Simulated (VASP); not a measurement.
Sc:

```xyz
2
Lattice="3.3100 0.0000 0.0000 -1.6550 2.8665 0.0000 0.0000 0.0000 5.2700" Properties=species:S:1:pos:R:3 pbc="T T T"
Sc    0.0000    1.9110    1.3175
Sc    1.6550    0.9555    3.9525
```

| Property | Result |
| --- | --- |
| Program | VASP 6.6.1 |
| Task | relaxation of cell and atoms |
| Functional | LDA |
| Potentials or basis | VASP PAW LDA potentials, release 64 (Sc_sv) |
| Cutoff | 600 eV |
| k mesh | 6 × 6 × 4 |
| Occupations | gaussian, width 0.1 eV |
| Spin | no spin polarisation |

At the start: pressure -5.3 GPa; volume 25.00 Å³/atom.

How do energy, volume and symmetry change on relaxing?

Over 12 steps the energy falls by 49.3 meV/atom and the volume is 22.58 Å³/atom (-9.7 %); space group P6_3/mmc (No. 194, to 0.05 Å).

The path:
| step | energy change (eV) | largest force (eV/Å) | pressure (GPa) | volume (Å³) |
| --- | --- | --- | --- | --- |
| 1 | 0.0000 | 0.0000 | -5.34 | 50.00 |
| 2 | -0.0919 | 0.0000 | 1.41 | 44.21 |
| 3 | -0.0950 | 0.0000 | 0.25 | 45.01 |
| 4 | -0.0950 | 0.0000 | 0.12 | 45.10 |
| 5 | -0.0982 | 0.0000 | 0.00 | 45.17 |
| 6 | -0.0986 | 0.0000 | -0.05 | 45.20 |
| 7 | -0.0986 | 0.0000 | -0.05 | 45.20 |
| 8 | -0.0986 | 0.0000 | -0.06 | 45.20 |
| 9 | -0.0987 | 0.0000 | 0.02 | 45.15 |
| 10 | -0.0987 | 0.0000 | 0.00 | 45.17 |
| 11 | -0.0987 | 0.0000 | -0.01 | 45.17 |
| 12 | -0.0987 | 0.0000 | -0.01 | 45.17 |

Final structure:
```
Sc
1.0
     3.23987    0.00000    0.00000
    -1.61994    2.80581    0.00000
     0.00000    0.00000    4.96869
Sc
2
Direct
  0.33333 0.66667 0.25000
  0.66667 0.33333 0.75000
```

Caveat: the k points lie up to 0.37 Å⁻¹ apart in the final cell.
